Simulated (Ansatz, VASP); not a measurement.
# CdF2: VASP beside Ansatz

Contents of INCAR:

```
SYSTEM = CdF2
ALGO = Normal ; EDIFF = 1E-6
ENCUT = 520 ; GGA = PE
ISIF = 2 ; ISMEAR = 0
LASPH = .TRUE. ; LCHARG = .TRUE.
LELF = .TRUE. ; LREAL = .FALSE.
LVHAR = .TRUE. ; LWAVE = .FALSE.
NBANDS = 20 ; NELM = 60
PREC = Accurate ; SIGMA = 0.05
```

The input KPOINTS:

```
k-points
0
G
  8 8 8
  0 0 0
```

File POSCAR:

```
CdF2
1.0
    0.0000000000      2.6535900000      2.6940000000
    2.7344100000      0.0000000000      2.6940000000
    2.7344100000      2.6535900000      0.0000000000
Cd F
1 2
Direct
    0.0000000000      0.0000000000      0.0000000000
    0.2500000000      0.2500000000      0.2500000000
    0.7500000000      0.7500000000      0.7500000000
```

Input for Ansatz:

```yaml
crystal:
  lattice:
    - [0.0, 2.65359, 2.694]
    - [2.73441, 0.0, 2.694]
    - [2.73441, 2.65359, 0.0]
  atoms:
    - { symbol: Cd, position: [0.0, 0.0, 0.0] }
    - { symbol: F, position: [0.25, 0.25, 0.25] }
    - { symbol: F, position: [0.75, 0.75, 0.75] }
basis:
  ecutwfc: 420
kpoints:
  mp_grid: { grid: [8, 8, 8] }
hamiltonian:
  xc: pbe
scf:
  occupations: { method: gaussian, width: 0.05 }
output:
  forces: true
  stress: true
  eigenvalues: true
```

Change from the starting cell: strain +0.0150 x Voigt [1, -1, 0, 0, 0, 0], atoms carried along.

Alike in both runs: task single point; functional PBE; k mesh 8 × 8 × 8; occupations gaussian, width 0.05 eV; no spin polarisation.

|  | VASP | Ansatz |
| --- | --- | --- |
| version | VASP 6.6.1 | Ansatz 0.2.0 |
| potentials or method | VASP PAW PBE potentials, release 64 (Cd, F), cutoff 520 eV | scalar-relativistic, plane waves, PAW |
| valence electrons in the cell | 26 | 34 |

|  | VASP | Ansatz | Ansatz less VASP |
| --- | --- | --- | --- |
| gap on the k mesh at the Fermi level (eV) | 3.04 | 3.07 | +0.033 |
| least direct gap on the mesh (eV) | 3.52 | 3.55 | +0.031 |
| pressure (GPa) | 6.2 | 5.5 | -0.75 |
| traceless stress, the component that is largest in VASP (GPa) | 1.63 | 1.65 | +0.026 |

VASP's potentials hold 26 valence electrons a cell and Ansatz's 34, so a difference there can come from the potentials and not from the codes.
